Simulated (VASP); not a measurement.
# GaSi16 (a cell with a defect) in VASP: further runs, part 2 of 2

VASP 6.6.1. The steps go on from the part before.

### Step 3. Single point, LDA, collinear spin, zero start

The input, INCAR:

```
PREC = Accurate
ENCUT = 520
EDIFF = 1E-6
ISMEAR = -1
SIGMA = 0.02
LREAL = Auto
LASPH = True
NELM = 150
ALGO = Normal
ISIF = 2
LWAVE = False
LCHARG = False
ISPIN = 2
MAGMOM = 0 0 0 0 0 0 0 0 0 0 0 0 0 0 0 0 0
LORBIT = 11
GGA = CA
NBANDS = 56
```

The input, KPOINTS:

```
Automatic mesh
0
Gamma
  2 2 2
```

The input, POSCAR:

```
GaSi16
1.0
    0.0000000000      5.4300000000      5.4300000000
    5.4300000000      0.0000000000      5.4300000000
    5.4300000000      5.4300000000      0.0000000000
Si Ga
16 1
Direct
    0.0159534991      0.0163726519     -0.0487908840
    0.1150565378      0.1144559853      0.1149143646
   -0.0029279006     -0.0028439227      0.4936363720
    0.1389934622      0.1391181400      0.5822008287
   -0.0168123389      0.5048944751      0.0059031308
    0.1148032228      0.6552207182      0.1142895948
   -0.0027499079      0.5117425414      0.4930561694
    0.1169906077      0.6245427256      0.6330944751
    0.5051303867     -0.0172499079      0.0062950276
    0.6550666667      0.1141738490      0.1150607735
    0.5114489871     -0.0029399632      0.4938009208
    0.6246056169      0.1164411602      0.6337315838
    0.5052915285      0.5048891344      0.0061149171
    0.6123804788      0.6120250460      0.1627377532
    0.4883820442      0.4878417127      0.5347698895
    0.6246705341      0.6244548803      0.6332734807
    0.2742909761      0.2740434622      1.1769716390
```

Potentials or basis: VASP PAW LDA potentials, release 64 (Si, Ga_d).

On the command line:

```bash
$ cat potpaw_LDA.64/Si/POTCAR potpaw_LDA.64/Ga_d/POTCAR > POTCAR
$ mpirun -np 1 vasp_std > vasp.out
```

OUTCAR:

```text
PREC = Accurate
   ENCUT = 520
   EDIFF = 1E-6
   ISMEAR = -1
   LREAL = Auto
   LASPH = True
   NELM = 150
   ISIF = 2
   ISPIN = 2
   LORBIT = 11
   GGA = CA

 ion  position               nearest neighbor table
   1  0.016  0.016  0.951-   2 2.28  10 2.28   6 2.28   4 2.31
   2  0.115  0.114  0.115-   1 2.28   3 2.38  17 2.43   9 2.45   5 2.45
   3  0.997  0.997  0.494-  12 2.34   8 2.34   4 2.35   2 2.38  17 3.02
   4  0.139  0.139  0.582-   1 2.31   3 2.35  11 2.35   7 2.35  17 2.54
   5  0.983  0.505  0.006-  14 2.34   8 2.34   6 2.45   2 2.45  17 2.55
   6  0.115  0.655  0.114-   1 2.28   7 2.38  17 2.43   5 2.45  13 2.45
   7  0.997  0.512  0.493-   8 2.34  16 2.34   4 2.35   6 2.38  17 3.02
   8  0.117  0.625  0.633-  15 2.33   5 2.34   7 2.34   3 2.34
   9  0.505  0.983  0.006-  14 2.33  12 2.34   2 2.45  10 2.45  17 2.55
  10  0.655  0.114  0.115-   1 2.28  11 2.38  17 2.43   9 2.45  13 2.45
  11  0.511  0.997  0.494-  12 2.34  16 2.34   4 2.35  10 2.38  17 3.02
  12  0.625  0.116  0.634-  15 2.33   9 2.34  11 2.34   3 2.34
  13  0.505  0.505  0.006-  14 2.34  16 2.34   6 2.45  10 2.45  17 2.55
  14  0.612  0.612  0.163-  15 2.33   9 2.33   5 2.34  13 2.34
  15  0.488  0.488  0.535-  14 2.33  12 2.33   8 2.33  16 2.33
  16  0.625  0.624  0.633-  15 2.33  11 2.34  13 2.34   7 2.34
  17  0.274  0.274  0.177-  10 2.43   2 2.43   6 2.43   4 2.54  13 2.55   9 2.55   5 2.55   7 3.02
                            11 3.02   3 3.02

[... 1087 lines left out ...]
      direct lattice vectors                 reciprocal lattice vectors
     0.000000000  5.430000000  5.430000000    -0.092081031  0.092081031  0.092081031
     5.430000000  0.000000000  5.430000000     0.092081031 -0.092081031  0.092081031
     5.430000000  5.430000000  0.000000000     0.092081031  0.092081031 -0.092081031

 POSITION                                       TOTAL-FORCE (eV/Angst)
 -----------------------------------------------------------------------------------
      5.25397      5.25169      0.17553         0.011980      0.024099     -0.026365
      1.24548      1.24874      1.24625         0.002495     -0.008874      0.015921
      8.09500      8.09455     10.82866        -0.002733      0.009666      0.016612
      3.91676      3.91608      1.51015         0.067844      0.060450     -0.057799
      2.77363      5.37076      8.08029        -0.048501      0.030556      0.055000
      4.17844      1.24397      4.18123        -0.019162      0.006557     -0.001006
[... 9 lines left out ...]
      6.82947      6.83064      6.78275        -0.038413     -0.031644     -0.005850
      2.44901      2.45036      2.97746         0.258059      0.240310     -0.242209
 -----------------------------------------------------------------------------------
    total drift:                                0.001964     -0.000674      0.000437

  FREE ENERGIE OF THE ION-ELECTRON SYSTEM (eV)
  ---------------------------------------------------
  free  energy   TOTEN  =       -95.2645155268 eV

  energy  without entropy=      -95.2550041365  energy(sigma->0) =      -95.25975983

 total charge

# of ion       s       p       d       tot
------------------------------------------
    1        0.768   0.983   0.000   1.751
    2        0.769   0.927   0.000   1.697
    3        0.754   0.944   0.000   1.698
    4        0.752   0.960   0.000   1.712
    5        0.758   0.925   0.000   1.682
    6        0.770   0.926   0.000   1.696
[... 9 lines left out ...]
   16        0.750   0.962   0.000   1.711
   17        1.078   0.779  10.050  11.908
--------------------------------------------------
tot         13.194  15.916  10.050  39.160

 magnetization (x)

# of ion       s       p       d       tot
------------------------------------------
    1        0.000   0.000   0.000   0.000
    2       -0.000  -0.000   0.000  -0.000
    3        0.000   0.000   0.000   0.000
    4        0.000   0.000   0.000   0.000
    5       -0.000  -0.000   0.000  -0.000
    6        0.000   0.000   0.000   0.000
[... 9 lines left out ...]
   16        0.000   0.000   0.000   0.000
   17        0.000   0.000  -0.000   0.000
--------------------------------------------------
tot         -0.000  -0.000  -0.000  -0.000
```

OSZICAR:

```text
N       E                     dE             d eps       ncg     rms          rms(c)
DAV:   1     0.336907449606E+03    0.33691E+03   -0.29259E+04  1792   0.126E+03
DAV:   2    -0.471759644350E+02   -0.38408E+03   -0.35319E+03  2064   0.253E+02
DAV:   3    -0.950548443922E+02   -0.47879E+02   -0.45322E+02  2152   0.902E+01
DAV:   4    -0.973950262347E+02   -0.23402E+01   -0.23018E+01  2280   0.191E+01
DAV:   5    -0.974765940815E+02   -0.81568E-01   -0.81158E-01  2432   0.357E+00    0.146E+01
DAV:   6    -0.959166433460E+02    0.15600E+01   -0.97227E-01  2352   0.531E+00    0.869E+00
DAV:   7    -0.952645637291E+02    0.65208E+00   -0.15702E+00  2104   0.380E+00    0.797E-01
DAV:   8    -0.952647901154E+02   -0.22639E-03   -0.13004E-01  2352   0.192E+00    0.473E-01
DAV:   9    -0.952645262060E+02    0.26391E-03   -0.83594E-03  2416   0.361E-01    0.210E-01
DAV:  10    -0.952644822999E+02    0.43906E-04   -0.73977E-04  2256   0.115E-01    0.125E-01
DAV:  11    -0.952645134823E+02   -0.31182E-04   -0.76155E-05  2712   0.367E-02    0.630E-02
DAV:  12    -0.952645154306E+02   -0.19482E-05   -0.22033E-05  2424   0.260E-02    0.118E-02
DAV:  13    -0.952645155268E+02   -0.96193E-07   -0.24281E-06  1752   0.654E-03
   1 F= -.95264516E+02 E0= -.95259760E+02  d E =-.951139E-02  mag=     0.0000
```

It took 5.6 min on 1 thread of Intel Xeon 6975P-C (Granite Rapids), shared host; peak memory 0.49 GiB.

Results:

```
Free energy                                           : -95.2645 eV
Pressure                                              : 2.1 GPa
Largest force                                         : 0.428 eV/Å
Net moment                                            : 0.00 μB per cell
Valence electrons inside the program's atomic spheres : Si 1.75, 1.70, 1.71, 1.68 (each value once); Ga 11.91
```

Forces in eV/Å, atoms in the order of the input:
```
Si   0.012  0.024 -0.026
Si   0.002 -0.009  0.016
Si  -0.003  0.010  0.017
Si   0.068  0.060 -0.058
Si  -0.049  0.031  0.055
Si  -0.019  0.007 -0.001
Si  -0.016  0.000 -0.002
Si  -0.039  0.005  0.031
Si   0.026 -0.045  0.048
Si   0.006 -0.019  0.012
Si  -0.004 -0.017 -0.010
Si   0.005 -0.044  0.042
Si  -0.055 -0.056 -0.031
Si  -0.079 -0.070  0.067
Si  -0.075 -0.086  0.087
Si  -0.038 -0.032 -0.006
Ga   0.258  0.240 -0.242
```

Caveat: the k points lie up to 0.50 Å⁻¹ apart.

### Step 4. Single point, LDA, collinear spin, zero start

INCAR: that of step 3 with these lines changed.

```diff
@@ -6,3 +6,3 @@
 LREAL = Auto
-LASPH = True
+LASPH = T
 NELM = 150
@@ -10,4 +10,4 @@
 ISIF = 2
-LWAVE = False
-LCHARG = False
+LWAVE = F
+LCHARG = F
 ISPIN = 2
```

KPOINTS is that of step 3.

The input, POSCAR:

```
GaSi16
1.0
    0.0000000000      5.4300000000      5.4300000000
    5.4300000000      0.0000000000      5.4300000000
    5.4300000000      5.4300000000      0.0000000000
Si Ga
16 1
Direct
    0.0089439227      0.0086295580     -0.0269256906
    0.1178160221      0.1170082873      0.1174600368
   -0.0025612339     -0.0027599448      0.4975431860
    0.1301046041      0.1300267035      0.6092791897
   -0.0092543278      0.5029948435      0.0019946593
    0.1177238490      0.6466908840      0.1171601289
   -0.0025127993      0.5072555249      0.4972391344
    0.1232634438      0.6236941989      0.6285883057
    0.5035365562     -0.0098207182      0.0021748619
    0.6472628913      0.1168647330      0.1174892265
    0.5072969613     -0.0028015654      0.4975695212
    0.6239673112      0.1225569982      0.6290028545
    0.5036860037      0.5030003683      0.0020701657
    0.6180254144      0.6176147330      0.1459031308
    0.4944197053      0.4937460405      0.5168401473
    0.6239099448      0.6236528545      0.6285895028
    0.2617893186      0.2607055249      1.2152250460
```

On the command line:

```bash
$ cat potpaw_LDA.64/Si/POTCAR potpaw_LDA.64/Ga_d/POTCAR > POTCAR
$ mpirun -np 1 vasp_std > vasp.out
```

Wall time 7 min (1 thread of Intel Xeon 6975P-C (Granite Rapids), shared host); peak memory 0.49 GiB.

Results (log left out):

```yaml
Free_energy: -95.3963 eV
Pressure: 2.3 GPa
Largest_force: 0.139 eV/Å
Net_moment: 0.00 μB per cell
Valence_electrons_inside_the_program's_atomic_spheres: Si 1.76, 1.71, 1.69, 1.72, 1.68 (each value once); Ga 11.89
```

Forces on the atoms (eV/Å):
```
Si   0.031  0.048 -0.053
Si   0.013 -0.002  0.012
Si   0.005  0.017  0.008
Si   0.056  0.051 -0.050
Si  -0.027  0.007  0.033
Si  -0.013  0.014 -0.009
Si  -0.013  0.007 -0.010
Si  -0.026 -0.006  0.014
Si   0.000 -0.024  0.027
Si   0.016 -0.013  0.005
Si   0.003 -0.010 -0.018
Si  -0.005 -0.031  0.029
Si  -0.030 -0.034 -0.007
Si  -0.052 -0.041  0.036
Si  -0.035 -0.043  0.046
Si  -0.023 -0.013  0.006
Ga   0.099  0.071 -0.067
```

Stress tensor (GPa, compression positive):
```
 2.33 -0.10  0.11
-0.10  2.31  0.14
 0.11  0.14  2.31
```

Levels at points of the mesh, in eV from the Fermi level:
Spin up:
| k point | band 34 | band 35 | band 36 | band 37 | band 38 | band 39 | band 40 | band 41 | band 42 | band 43 |
| --- | --- | --- | --- | --- | --- | --- | --- | --- | --- | --- |
| (0.00, 0.00, 0.00) | -1.69 | -1.63 | -0.67 | -0.62 | -0.62 | -0.26 | -0.13 | -0.13 | 0.00 | 0.00 |
| (0.50, 0.00, 0.00) | -1.48 | -1.39 | -1.38 | -1.36 | -0.99 | 0.15 | 0.54 | 0.71 | 0.82 | 0.85 |
| (0.00, 0.50, 0.00) | -1.48 | -1.40 | -1.38 | -1.35 | -1.00 | 0.15 | 0.54 | 0.70 | 0.82 | 0.86 |
| (0.00, 0.00, 0.50) | -1.36 | -1.36 | -1.35 | -1.35 | -1.14 | 0.09 | 0.53 | 0.53 | 0.96 | 0.96 |
| (0.50, 0.50, 0.50) | -1.48 | -1.39 | -1.38 | -1.36 | -0.99 | 0.15 | 0.54 | 0.71 | 0.82 | 0.85 |
| (0.50, 0.50, 0.00) | -2.00 | -1.99 | -1.90 | -1.82 | -0.62 | 0.26 | 1.08 | 1.24 | 1.35 | 1.41 |
| (0.00, 0.50, 0.50) | -2.01 | -2.00 | -1.89 | -1.82 | -0.62 | 0.26 | 1.07 | 1.23 | 1.35 | 1.41 |
| (0.50, 0.00, 0.50) | -2.00 | -2.00 | -1.90 | -1.82 | -0.62 | 0.26 | 1.07 | 1.23 | 1.35 | 1.41 |
Spin down:
```tsv
k point	band 34	band 35	band 36	band 37	band 38	band 39	band 40	band 41	band 42	band 43
(0.00, 0.00, 0.00)	-1.69	-1.63	-0.67	-0.62	-0.62	-0.26	-0.13	-0.13	0.00	0.00
(0.50, 0.00, 0.00)	-1.48	-1.39	-1.38	-1.36	-0.99	0.15	0.54	0.71	0.82	0.85
(0.00, 0.50, 0.00)	-1.48	-1.40	-1.38	-1.35	-1.00	0.15	0.54	0.70	0.82	0.86
(0.00, 0.00, 0.50)	-1.36	-1.36	-1.35	-1.35	-1.14	0.09	0.53	0.53	0.96	0.96
(0.50, 0.50, 0.50)	-1.48	-1.39	-1.38	-1.36	-0.99	0.15	0.54	0.71	0.82	0.85
(0.50, 0.50, 0.00)	-2.00	-1.99	-1.90	-1.82	-0.62	0.26	1.08	1.24	1.35	1.41
(0.00, 0.50, 0.50)	-2.01	-2.00	-1.89	-1.82	-0.62	0.26	1.07	1.23	1.35	1.41
(0.50, 0.00, 0.50)	-2.00	-2.00	-1.90	-1.82	-0.62	0.26	1.07	1.23	1.35	1.41
```

Caveat: the k points lie up to 0.50 Å⁻¹ apart.

### Step 5. Overview

| cell | gap on the mesh (eV) | pressure (GPa) | moment (μB) | largest force (eV/Å) |
| --- | --- | --- | --- | --- |
| as given, atomic positions A | none | 1.9 | 0.00 | 0.91 |
| as given, atomic positions B | none | 2.1 | 0.00 | 0.43 |
| as given, atomic positions C | none | 2.3 | 0.00 | 0.14 |

Alike in all rows: task single point; level LDA; potentials or basis VASP PAW LDA potentials, release 64 (Si, Ga_d); spin collinear, zero start; k mesh 2 × 2 × 2; cutoff (eV) 520; smearing fermi-dirac 0.02 eV.

Caveats: all runs use coarse meshes.

Absolute energies hang on the potentials; compare differences alone.
